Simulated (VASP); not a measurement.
# AlCo (Pm-3m) in VASP: a series of runs

Aim: see how the results for AlCo move with the level of theory and the settings. Levels: LDA, r2SCAN. Tasks: single point.

Program: VASP 6.6.1. These are calculated values, not measurements. Logs are shortened: lines on timing, memory, paths and dates and some standing lists are left out, and cuts for length are marked.

**1. The cell of the first run**

Symmetry: Pm-3m, No. 221, cubic system. The conventional cell has a = 2.852 Å, b = 2.852 Å, c = 2.852 Å, α = 90.00°, β = 90.00°, γ = 90.00°. Within 3.3 Å of Al (site symmetry m-3m) lie 8 Co at 2.47 Å and 6 Al at 2.85 Å. Co (site symmetry m-3m) has 8 Al at 2.47 Å and 6 Co at 2.85 Å within 3.3 Å.

**2. Single point, LDA, collinear spin, ferromagnetic start**

INCAR

```
PREC = Accurate ; ENCUT = 520
EDIFF = 1E-6 ; ISMEAR = 0
SIGMA = 0.1 ; LREAL = F
LASPH = T ; NELM = 150
ALGO = Normal ; ISIF = 2
LWAVE = F ; LCHARG = F
ISPIN = 2 ; MAGMOM = 0 0.16
LORBIT = 11 ; LMAXMIX = 4
NBANDS = 17
```

KPOINTS

```
Automatic mesh
0
Gamma
  14 14 14
```

POSCAR

```
AlCo
1.0
    2.8520183611      0.0000000000      0.0000000000
    0.0000000000      2.8520183611      0.0000000000
    0.0000000000      0.0000000000      2.8520183611
Al Co
1 1
Direct
    0.0000000000      0.0000000000      0.0000000000
    0.5000000000      0.5000000000      0.5000000000
```

Potentials or basis: VASP PAW LDA potentials, release 64 (Al, Co).

The run is started by

```bash
cat potpaw_LDA.64/Al/POTCAR potpaw_LDA.64/Co/POTCAR > POTCAR
mpirun -np 1 vasp_std > vasp.out
```

OUTCAR:

```text
PREC = Accurate
   ENCUT = 520
   EDIFF = 1E-6
   ISMEAR = 0
   LREAL = F
   LASPH = T
   NELM = 150
   ISIF = 2
   ISPIN = 2
   LORBIT = 11

 ion  position               nearest neighbor table
   1  0.000  0.000  0.000-   2 2.47   2 2.47   2 2.47   2 2.47   2 2.47   2 2.47   2 2.47   2 2.47

   2  0.500  0.500  0.500-   1 2.47   1 2.47   1 2.47   1 2.47   1 2.47   1 2.47   1 2.47   1 2.47

  LATTYP: Found a simple cubic cell.
 ALAT       =     2.8520183611

  Lattice vectors:

 A1 = (   2.8520183611,   0.0000000000,   0.0000000000)
 A2 = (   0.0000000000,   2.8520183611,   0.0000000000)
 A3 = (   0.0000000000,   0.0000000000,   2.8520183611)

Analysis of symmetry for initial positions (statically):
=====================================================================
 Subroutine PRICEL returns:
 Original cell was already a primitive cell.

 Routine SETGRP: Setting up the symmetry group for a
 simple cubic supercell.

 Subroutine GETGRP returns: Found 48 space group operations
 (whereof 48 operations were pure point group operations)
 out of a pool of 48 trial point group operations.

The static configuration has the point symmetry O_h .

Analysis of symmetry for dynamics (positions and initial velocities):
=====================================================================
 Subroutine PRICEL returns:
 Original cell was already a primitive cell.

 Routine SETGRP: Setting up the symmetry group for a
 simple cubic supercell.

 Subroutine GETGRP returns: Found 48 space group operations
 (whereof 48 operations were pure point group operations)
 out of a pool of 48 trial point group operations.

The dynamic configuration has the point symmetry O_h .

Analysis of structural, dynamic, and magnetic symmetry:
=====================================================================
 Subroutine PRICEL returns:
 Original cell was already a primitive cell.

 Routine SETGRP: Setting up the symmetry group for a
 simple cubic supercell.

 Subroutine GETGRP returns: Found 48 space group operations
 (whereof 48 operations were pure point group operations)
 out of a pool of 48 trial point group operations.

The overall configuration has the point symmetry O_h .

 Subroutine INISYM returns: Found 48 space group operations
 (whereof 48 operations are pure point group operations),
 and found     1 'primitive' translations

----------------------------------------------------------------------------------------

                                     Primitive cell

  volume of cell :      23.1983

  direct lattice vectors                    reciprocal lattice vectors
     2.852018361  0.000000000  0.000000000     0.350628879  0.000000000  0.000000000
     0.000000000  2.852018361  0.000000000     0.000000000  0.350628879  0.000000000
     0.000000000  0.000000000  2.852018361     0.000000000  0.000000000  0.350628879

  length of vectors
     2.852018361  2.852018361  2.852018361     0.350628879  0.350628879  0.350628879

  position of ions in fractional coordinates (direct lattice)
     0.000000000  0.000000000  0.000000000
     0.500000000  0.500000000  0.500000000

  ion indices of the primitive-cell ions
   primitive index   ion index
                 1           1
                 2           2

----------------------------------------------------------------------------------------

 KPOINTS: Automatic mesh

Automatic generation of k-mesh.
 Grid dimensions read from file:
 generate k-points for:   14   14   14

 Generating k-lattice:

  Cartesian coordinates                     Fractional coordinates (reciprocal lattice)
     0.025044920  0.000000000  0.000000000     0.071428571  0.000000000  0.000000000
     0.000000000  0.025044920  0.000000000     0.000000000  0.071428571  0.000000000
     0.000000000  0.000000000  0.025044920     0.000000000  0.000000000  0.071428571

  Length of vectors
     0.025044920  0.025044920  0.025044920

  Shift w.r.t. Gamma in fractional coordinates (k-lattice)
     0.000000000  0.000000000  0.000000000

 Subroutine IBZKPT returns following result:
 ===========================================

 Found    120 irreducible k-points:

 Following reciprocal coordinates:
            Coordinates               Weight
  0.000000  0.000000  0.000000      1.000000
  0.071429  0.000000  0.000000      6.000000
  0.142857  0.000000  0.000000      6.000000
  0.214286  0.000000  0.000000      6.000000
  0.285714  0.000000  0.000000      6.000000
  0.357143  0.000000  0.000000      6.000000
[... 16 lines left out ...]
  0.285714  0.214286  0.000000     24.000000
  0.357143  0.214286  0.000000     24.000000
 [... further k-points ...]
   k-points           NKPTS =    120   k-points in BZ     NKDIM =    120   number of bands    NBANDS=     17
   number of dos      NEDOS =    301   number of ions     NIONS =      2
   total plane-waves  NPLWV =  13824
   dimension x,y,z NGX =    24 NGY =   24 NGZ =   24
   dimension x,y,z NGXF=    48 NGYF=   48 NGZF=   48
   ions per type =               1   1
   NGX,Y,Z   is equivalent  to a cutoff of  13.99, 13.99, 13.99 a.u.
   NGXF,Y,Z  is equivalent  to a cutoff of  27.98, 27.98, 27.98 a.u.
 SYSTEM =  unknown system
   PREC   = accura    normal or accurate (medium, high low for compatibility)
   ISTART =      0    job   : 0-new  1-cont  2-samecut
   ICHARG =      2    charge: 1-file 2-atom 10-const
   ISPIN  =      2    spin polarized calculation?
   LNONCOLLINEAR =      F non collinear calculations
   LSORBIT =      F    spin-orbit coupling
   LASPH  =      T    aspherical Exc in radial PAW
   ENCUT  =  520.0 eV  38.22 Ry    6.18 a.u.   5.30  5.30  5.30*2*pi/ulx,y,z
   NELM   =    150;   NELMIN=  2; NELMDL= -5     # of ELM steps
   EDIFF  = 0.1E-05   stopping-criterion for ELM
   LREAL  =      F    real-space projection
   EDIFFG = 0.1E-04   stopping-criterion for IOM
   NSW    =      0    number of steps for IOM
   IBRION =     -1    ionic relax: 0-MD 1-quasi-New 2-CG
   NFREE  =      0    steps in history (QN), initial steepest desc. (CG)
   ISIF   =      2    stress and relaxation
   ISYM   =      2    0-nonsym 1-usesym 2-fastsym
   POTIM  = 0.5000    time-step for ionic-motion
   TEBEG  =    0.0;   TEEND  =   0.0 temperature during run
   PSTRESS=    0.0 pullay stress
   NELECT =      12.0000    total number of electrons
   NUPDOWN=      -1.0000    fix difference up-down
   EMIN   =  10.00;   EMAX   =-10.00  energy-range for DOS
   EFERMI =   0.00;   METHOD = LEGACY
   ISMEAR =     0;   SIGMA  =   0.10  broadening in eV -4-tet -1-fermi 0-gaus
   EFERMI_NEDOS =   21; number of points for ismear=-14 and -15
   IALGO  =     38    algorithm
   IMIX   =      4    mixing-type and parameters
     AMIX     =   0.40;   BMIX     =  1.00
     AMIX_MAG =   1.60;   BMIX_MAG =  1.00
  volume/ion in A,a.u.               =      11.60        78.28
  Fermi-wavevector in a.u.,A,eV,Ry     =   1.314164  2.483410 23.497632  1.727027
  Thomas-Fermi vector in A             =   2.444436
   LORBIT       =     11    0 simple, 1 ext, 2 COOP (PROOUT), +10 PAW based schemes
   GGA     = CA    functional components
   LHFCALC =     F    Hartree Fock is set to
   AEXX    =    0.0000 exact exchange contribution
   IVDW    =     0    specifies the selected vdW correction
   LEPSILON=     F    determine dielectric tensor
   LRPA    =     F    only Hartree local field effects (RPA)
 spin polarized calculation
 Gauss-broadening in eV      SIGMA  =   0.10
  energy-cutoff  :      520.00
  volume of cell :       23.20
 maximum number of plane-waves:       640
 NGX is ok and might be reduce to    24
   NGX = 11   NGY = 11   NGZ = 11

 number of electron      11.9999996 magnetization      -0.0004249

 number of electron      11.9999996 magnetization       0.0001410

 Free energy of the ion-electron system (eV)
  ---------------------------------------------------
  ext. energy  EPLUGINS =         0.00000000
  ---------------------------------------------------
  free energy    TOTEN  =       -13.66288769 eV

  energy without entropy =      -13.65952403  energy(sigma->0) =      -13.66120586

 E-fermi :  10.2582     XC(G=0): -12.5007

 val. band max:       10.2445235551   @ k =   0.5000   0.3571   0.0714
 cond. band min:      10.3161306742   @ k =   0.5000   0.2857   0.0000
 fundamental gap:      0.0716071191
 Fermi energy:        10.2581744822

 spin component 1

 k-point     1 :       0.0000    0.0000    0.0000
  band No.  band energies     occupation
      1      -0.7272      1.00000
      2       7.2904      1.00000
      3       7.2905      1.00000
      4       9.4600      1.00000
      5       9.4600      1.00000
      6       9.4600      1.00000
[... 9 lines left out ...]
     16      34.0035      0.00000
     17      34.0035      0.00000
[... 441 lines left out ...]
 k-point    24 :       0.3571    0.2143    0.0000
  band No.  band energies     occupation
      1       2.3594      1.00000
      2       6.2441      1.00000
      3       7.7485      1.00000
      4       8.4371      1.00000
      5       8.7979      1.00000
      6       9.2193      1.00000
[... 9 lines left out ...]
     16      31.4167      0.00000
     17      33.4852      0.00000

 [... further k-points ...]

 spin component 2

 k-point     1 :       0.0000    0.0000    0.0000
  band No.  band energies     occupation
      1      -0.7272      1.00000
      2       7.2905      1.00000
      3       7.2905      1.00000
      4       9.4603      1.00000
      5       9.4603      1.00000
      6       9.4603      1.00000
[... 9 lines left out ...]
     16      34.0035      0.00000
     17      34.0035      0.00000
[... 441 lines left out ...]
 k-point    24 :       0.3571    0.2143    0.0000
  band No.  band energies     occupation
      1       2.3594      1.00000
      2       6.2441      1.00000
      3       7.7486      1.00000
      4       8.4373      1.00000
      5       8.7982      1.00000
      6       9.2197      1.00000
[... 9 lines left out ...]
     16      31.4167      0.00000
     17      33.4852      0.00000

 [... further k-points ...]

------------------------ aborting loop because EDIFF is reached ----------------------------------------

  FORCE on cell =-STRESS in cart. coord.  units (eV):
  Direction    XX          YY          ZZ          XY          YZ          ZX
  --------------------------------------------------------------------------------------
  -------------------------------------------------------------------------------------
  Total       -1.5839340     -1.5839340     -1.5839340     -0.0000000     -0.0000000      0.0000000
  in kB     -109.3932988   -109.3932988   -109.3932988     -0.0000000     -0.0000000      0.0000000
  external PRESSURE =    -109.3932988 kB  Pullay stress =       0.0000000 kB

 VOLUME and BASIS-vectors are now :
 -----------------------------------------------------------------------------
  energy-cutoff  :      520.00
  volume of cell :       23.20
      direct lattice vectors                 reciprocal lattice vectors
     2.852018361  0.000000000  0.000000000     0.350628879  0.000000000  0.000000000
     0.000000000  2.852018361  0.000000000     0.000000000  0.350628879  0.000000000
     0.000000000  0.000000000  2.852018361     0.000000000  0.000000000  0.350628879

 POSITION                                       TOTAL-FORCE (eV/Angst)
 -----------------------------------------------------------------------------------
      0.00000      0.00000      0.00000         0.000000      0.000000      0.000000
      1.42601      1.42601      1.42601         0.000000      0.000000      0.000000
 -----------------------------------------------------------------------------------
    total drift:                                0.000000     -0.000000     -0.000000

  FREE ENERGIE OF THE ION-ELECTRON SYSTEM (eV)
  ---------------------------------------------------
  free  energy   TOTEN  =       -13.6628876897 eV

  energy  without entropy=      -13.6595240329  energy(sigma->0) =      -13.66120586

 total charge

# of ion       s       p       d       tot
------------------------------------------
    1        0.399   0.432   0.000   0.831
    2        0.436   0.501   7.533   8.470
--------------------------------------------------
tot          0.835   0.933   7.533   9.301

 magnetization (x)

# of ion       s       p       d       tot
------------------------------------------
    1       -0.000  -0.000   0.000  -0.000
    2       -0.000  -0.000   0.000   0.000
--------------------------------------------------
tot         -0.000  -0.000   0.000   0.000
```

Run time: 75 s. Hardware: 1 thread of Intel Xeon Platinum 8375C at 2.90GHz (Ice Lake), shared host; peak memory 0.19 GiB.

Results:

```yaml
Free_energy: -13.6629 eV
Pressure: -10.9 GPa
Band_gap_on_the_k_mesh: zero (filled and empty bands overlap)
Net_moment: 0.00 μB per cell
Valence_electrons_inside_the_program's_atomic_spheres: Al 0.83; Co 8.47
```

Levels at points of the mesh, in eV from the Fermi level:
Spin up:
```tsv
k point	band 3	band 4	band 5	band 6	band 7	band 8	band 9	band 10
(0.00, 0.00, 0.00)	-2.97	-0.80	-0.80	-0.80	5.94	5.94	5.94	8.83
(0.50, 0.00, 0.00)	-2.39	-1.68	-1.68	-0.68	0.15	8.50	10.58	10.58
(0.50, 0.50, 0.00)	-2.60	-2.60	-1.46	-1.46	-0.27	2.41	3.49	12.59
(0.50, 0.50, 0.50)	-3.89	-0.23	-0.23	2.44	2.44	2.44	4.01	5.39
```
Spin down:
| k point | band 2 | band 3 | band 4 | band 5 | band 6 | band 7 | band 8 | band 9 | band 10 | band 11 |
| --- | --- | --- | --- | --- | --- | --- | --- | --- | --- | --- |
| (0.00, 0.00, 0.00) | -2.97 | -2.97 | -0.80 | -0.80 | -0.80 | 5.94 | 5.94 | 5.94 | 8.83 | 8.83 |
| (0.50, 0.00, 0.00) | -6.56 | -2.39 | -1.68 | -1.68 | -0.68 | 0.15 | 8.50 | 10.58 | 10.58 | 11.57 |
| (0.50, 0.50, 0.00) | -3.06 | -2.60 | -2.60 | -1.46 | -1.46 | -0.27 | 2.41 | 3.49 | 12.59 | 15.85 |
| (0.50, 0.50, 0.50) | -3.89 | -3.89 | -0.23 | -0.23 | 2.44 | 2.44 | 2.44 | 4.01 | 5.39 | 5.39 |

Caveat: the cell stands under tension.

**3. Single point, r2SCAN, collinear spin, ferromagnetic start (10.59 Å³/atom)**

This run uses another cell than the first one, of 10.59 Å³/atom.

POSCAR

```
AlCo
1.0
    2.7664056322      0.0000000000      0.0000000000
    0.0000000000      2.7664056322      0.0000000000
    0.0000000000      0.0000000000      2.7664056322
Al Co
1 1
Direct
    0.0000000000      0.0000000000      0.0000000000
    0.5000000000      0.5000000000      0.5000000000
```

INCAR.step1

```
SYSTEM = AlCo
PREC = Accurate
ENCUT = 520
ISMEAR = 0
SIGMA = 0.1
LREAL = .FALSE.
LASPH = .TRUE.
NELM = 150
ISPIN = 2
MAGMOM = 0 0.16
LMAXMIX = 4
NBANDS = 17
GGA = PE
ALGO = Normal
EDIFF = 1E-4
LWAVE = .TRUE.
LCHARG = .FALSE.
```

INCAR.step2

```
SYSTEM = AlCo
PREC = Accurate
ENCUT = 520
EDIFF = 1E-7
ISMEAR = 0
SIGMA = 0.1
LREAL = .FALSE.
LASPH = .TRUE.
NELM = 150
ALGO = Normal
ISIF = 2
LWAVE = .FALSE.
LCHARG = .FALSE.
ISPIN = 2
MAGMOM = 0 0.16
LORBIT = 11
LMAXMIX = 4
METAGGA = R2SCAN
LMIXTAU = .TRUE.
NBANDS = 17
ISTART = 1
```

KPOINTS

```
Automatic mesh
0
G
  14 14 14
  0 0 0
```

Potentials or basis: VASP PAW PBE potentials, release 64 (Al, Co).

The run is started by

```bash
cat potpaw_PBE.64/Al/POTCAR potpaw_PBE.64/Co/POTCAR > POTCAR
cp INCAR.step1 INCAR
mpirun -np 1 vasp_std > vasp.out
cp INCAR.step2 INCAR
mpirun -np 1 vasp_std > vasp.out
```

Wall time 4.6 min (1 thread of Intel Xeon Platinum 8375C at 2.90GHz (Ice Lake), shared host); peak memory 0.21 GiB.

Results (log left out):

* Free energy: -21.0292 eV
* Pressure: 13.4 GPa
* Band gap on the k mesh: zero (filled and empty bands overlap)
* Net moment: 0.00 μB per cell
* Valence electrons inside the program's atomic spheres: Al 0.89; Co 8.68

Levels at points of the mesh, in eV from the Fermi level:
Spin up:
```
           k point  band 2  band 3  band 4  band 5  band 6  band 7  band 8  band 9  band 10  band 11
(0.00, 0.00, 0.00)   -3.53   -3.53   -1.22   -1.22   -1.22    6.79    6.79    6.79     9.36     9.36
(0.50, 0.00, 0.00)   -7.51   -2.79   -2.22   -2.22   -1.09    0.28    8.80   11.61    11.61    13.33
(0.50, 0.50, 0.00)   -3.61   -3.17   -3.17   -2.01   -2.01   -0.23    2.80    4.11    14.83    17.28
(0.50, 0.50, 0.50)   -4.75   -4.75   -0.18   -0.18    2.33    2.33    2.33    5.74     5.91     5.91
```
Spin down:
```csv
k point,band 2,band 3,band 4,band 5,band 6,band 7,band 8,band 9,band 10,band 11
"(0.00, 0.00, 0.00)",-3.53,-3.53,-1.22,-1.22,-1.22,6.79,6.79,6.79,9.36,9.36
"(0.50, 0.00, 0.00)",-7.51,-2.79,-2.22,-2.22,-1.09,0.28,8.80,11.61,11.61,13.33
"(0.50, 0.50, 0.00)",-3.61,-3.17,-3.17,-2.01,-2.01,-0.23,2.80,4.11,14.83,17.28
"(0.50, 0.50, 0.50)",-4.75,-4.75,-0.18,-0.18,2.33,2.33,2.33,5.74,5.91,5.91
```

Caveat: the cell stands under pressure; the PAW data sets were made with another functional, which shifts forces and pressure a little.

**4. Single point, r2SCAN, collinear spin, ferromagnetic start (10.92 Å³/atom)**

This run uses another cell than the first one, of 10.92 Å³/atom.

POSCAR

```
AlCo
1.0
    2.7955278316      0.0000000000      0.0000000000
    0.0000000000      2.7955278316      0.0000000000
    0.0000000000      0.0000000000      2.7955278316
Al Co
1 1
Direct
    0.0000000000      0.0000000000      0.0000000000
    0.5000000000      0.5000000000      0.5000000000
```

INCAR.step1

```
SYSTEM = AlCo
  ALGO = Normal
  EDIFF = 1E-4
  ENCUT = 520
  GGA = PE
  ISMEAR = 0
  ISPIN = 2
  LASPH = .TRUE.
  LCHARG = .FALSE.
  LMAXMIX = 4
  LREAL = .FALSE.
  LWAVE = .TRUE.
  MAGMOM = 0 0.16
  NBANDS = 17
  NELM = 150
  PREC = Accurate
  SIGMA = 0.1
```

INCAR.step2

```
SYSTEM = AlCo
  ALGO = Normal
  EDIFF = 1E-6
  ENCUT = 520
  ISIF = 2
  ISMEAR = 0
  ISPIN = 2
  ISTART = 1
  LASPH = .TRUE.
  LCHARG = .FALSE.
  LMAXMIX = 4
  LMIXTAU = .TRUE.
  LORBIT = 11
  LREAL = .FALSE.
  LWAVE = .FALSE.
  MAGMOM = 0 0.16
  METAGGA = R2SCAN
  NBANDS = 17
  NELM = 150
  PREC = Accurate
  SIGMA = 0.1
```

KPOINTS

```
k-points
0
G
  14 14 14
  0 0 0
```

The run is started by

```bash
cat potpaw_PBE.64/Al/POTCAR potpaw_PBE.64/Co/POTCAR > POTCAR
cp INCAR.step1 INCAR
mpirun -np 1 vasp_std > vasp.out
cp INCAR.step2 INCAR
mpirun -np 1 vasp_std > vasp.out
```

Run time: 4.1 min. Hardware: 1 thread of Intel Xeon Platinum 8375C at 2.90GHz (Ice Lake), shared host; peak memory 0.21 GiB.

Results (log left out):

```
Free energy                                           : -21.0696 eV
Pressure                                              : 5.9 GPa
Band gap on the k mesh                                : zero (filled and empty bands overlap)
Net moment                                            : 0.00 μB per cell
Valence electrons inside the program's atomic spheres : Al 0.87; Co 8.61
```

Levels at points of the mesh, in eV from the Fermi level:
Spin up:
```csv
k point,band 4,band 5,band 6,band 7,band 8,band 9
"(0.00, 0.00, 0.00)",-1.18,-1.18,-1.18,6.61,6.61,6.61
"(0.50, 0.00, 0.00)",-2.13,-2.13,-1.05,0.26,8.77,11.42
"(0.50, 0.50, 0.00)",-3.10,-1.92,-1.92,-0.22,2.70,3.91
"(0.50, 0.50, 0.50)",-0.17,-0.17,2.33,2.33,2.33,5.41
```
Spin down:
```csv
k point,band 3,band 4,band 5,band 6,band 7,band 8,band 9,band 10
"(0.00, 0.00, 0.00)",-3.37,-1.18,-1.18,-1.18,6.61,6.61,6.61,9.22
"(0.50, 0.00, 0.00)",-2.66,-2.13,-2.13,-1.05,0.26,8.77,11.42,11.42
"(0.50, 0.50, 0.00)",-3.10,-3.10,-1.92,-1.92,-0.22,2.70,3.91,14.42
"(0.50, 0.50, 0.50)",-4.58,-0.18,-0.18,2.33,2.33,2.33,5.41,5.72
```

Caveat: the cell stands under pressure; the PAW data sets were made with another functional, which shifts forces and pressure a little.

[end of part 1 of 2]
